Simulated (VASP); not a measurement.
Ti, 2 atoms in the cell. The typed cell holds 2 atoms: a = 2.951 Å, b = 2.988 Å, c = 4.687 Å, α = 90.62°, β = 91.71°, γ = 121.27°.  This cell differs from its parent crystal: equal xy, yz and zx shear strains of -3 %.

| Item | Value |
| --- | --- |
| Program | VASP 6.6.1 |
| Task | electric field gradients |
| Functional | PBE |
| Potentials or basis | VASP PAW PBE potentials, release 64 (Ti_sv) |
| Cutoff | 520 eV |
| k mesh | 13 × 13 × 7 |
| Occupations | fermi-dirac, width 0.08 eV |
| Spin | no spin polarisation |
| Dipole correction | no |
| Further INCAR settings | ALGO = Normal; EDIFF = 1e-08; NBANDS = 19 |

Potentials or basis: VASP PAW PBE potentials, release 64 (Ti_sv).

The run is started by

```sh
$ cat potpaw_PBE.64/Ti_sv/POTCAR > POTCAR
$ mpirun -np 1 vasp_std > vasp.out
```

Hardware: 1 thread of Intel(R) Xeon(R) 6975P-C (Granite Rapids), on a shared host.

Estimate the wall time of this run.

Wall time 2.3 min on 1 thread of Intel(R) Xeon(R) 6975P-C (Granite Rapids) (shared host), peak memory 0.41 GiB. Counts: scf iterations 18, k points 592.
